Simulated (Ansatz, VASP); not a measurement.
## MgO: VASP beside Ansatz

File INCAR:

```
PREC = Accurate
ENCUT = 600
EDIFF = 1E-6
ISMEAR = 0
SIGMA = 0.02
LREAL = False
LASPH = True
NELM = 80
ALGO = Normal
ISIF = 3
LWAVE = False
LCHARG = False
IBRION = 2
NSW = 100
EDIFFG = -0.002
```

File KPOINTS:

```
Automatic mesh
0
Gamma
  10 10 10
```

The input POSCAR:

```
MgO
1.0
    0.0000000000      2.0816499862      2.0816499862
    2.0816499862      0.0000000000      2.0816499862
    2.0816499862      2.0816499862      0.0000000000
Mg O
1 1
Direct
    0.0000000000      0.0000000000      0.0000000000
    0.5000000000      0.5000000000      0.5000000000
```

Input for Ansatz:

```yaml
crystal:
  lattice:
    - [0.0, 2.0816499862, 2.0816499862]
    - [2.0816499862, 0.0, 2.0816499862]
    - [2.0816499862, 2.0816499862, 0.0]
  atoms:
    - { symbol: Mg, position: [0.0, 0.0, 0.0] }
    - { symbol: O, position: [0.5, 0.5, 0.5] }
basis:
  ecutwfc: 420
kpoints:
  mp_grid: { grid: [10, 10, 10] }
hamiltonian:
  xc: lda
  pseudopotentials: { kind: paw, azcp: { folder: soft_1 } }
scf:
  occupations: { method: gaussian, width: 0.02 }
output:
  forces: true
  stress: true
  eigenvalues: true
relax:
  adjacent_minimum: "off"
  f_tol: 0.002
  max_steps: 80
  cell: { stress_tol: 0.02 }
```

Alike in both runs: task relaxation of cell and atoms; functional LDA; k mesh 10 × 10 × 10; occupations gaussian, width 0.02 eV; no spin polarisation.

|  | VASP | Ansatz |
| --- | --- | --- |
| version | VASP 6.6.1 | Ansatz 0.2.0 |
| potentials or method | VASP PAW LDA potentials, release 64 (Mg, O), cutoff 600 eV | scalar-relativistic, plane waves, PAW |
| valence electrons in the cell | 8 | 16 |

Ansatz gave:

| Quantity | Value |
| --- | --- |
| gap on the k mesh at the Fermi level, each at its own relaxed structure (eV) | 5.03 |
| relaxed volume (Å³/atom) | 9.00 |
| relaxed cell length with the largest relative difference (Å) | 2.942 |

Task: Which values does VASP return?

Result: gap on the k mesh at the Fermi level, each at its own relaxed structure (eV): 5.15; relaxed volume (Å³/atom): 8.89; relaxed cell length with the largest relative difference (Å): 2.930.

Ansatz warns that its potentials were made for another functional, while VASP's fit it. LDA's correlation is that of Perdew and Zunger in VASP and of Perdew and Wang (1992) in Ansatz. VASP's potentials hold 8 valence electrons a cell and Ansatz's 16, so a difference there can come from the potentials and not from the codes.
